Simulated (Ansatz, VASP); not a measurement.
## HfN in VASP and in Ansatz

```
Hf N
1.0
     0.00000    2.26747    2.26747
     2.25900    0.00847    2.25900
     2.25900    2.25900    0.00847
Hf N
1 1
Direct
  0.00000 0.00000 0.00000
  0.50000 0.50000 0.50000
```

Change from the starting cell: strain +0.0075 x Voigt [0, 0, 0, 1, 0, 0], atoms carried along.

Alike in both runs: task single point; functional PBEsol; k mesh 18 × 18 × 18; occupations gaussian, width 0.15 eV; no spin polarisation.

|  | VASP | Ansatz |
| --- | --- | --- |
| version | VASP 6.6.1 | Ansatz 0.2.0 |
| potentials or method | VASP PAW PBE potentials, release 64 (Hf_pv, N), cutoff 520 eV | scalar-relativistic, plane waves, PAW |
| valence electrons in the cell | 15 | 31 |

Ansatz gave:

| Property | Result |
| --- | --- |
| gap on the k mesh at the Fermi level (eV) | none |
| pressure (GPa) | -3.0 |
| traceless stress, the component that is largest in VASP (GPa) | -0.90 |

Estimate VASP's values.

gap on the k mesh at the Fermi level (eV): none; pressure (GPa): -5.2; traceless stress, the component that is largest in VASP (GPa): -0.91.

VASP's potentials were made for PBE, not for PBEsol. A gap of «none» marks a metal or a gap that the smearing closes. With one functional, cell and mesh, what is left measures potentials, basis and numerics. VASP's potentials hold 15 valence electrons a cell and Ansatz's 31, so a difference there can come from the potentials and not from the codes.

Spin-orbit coupling is off throughout.
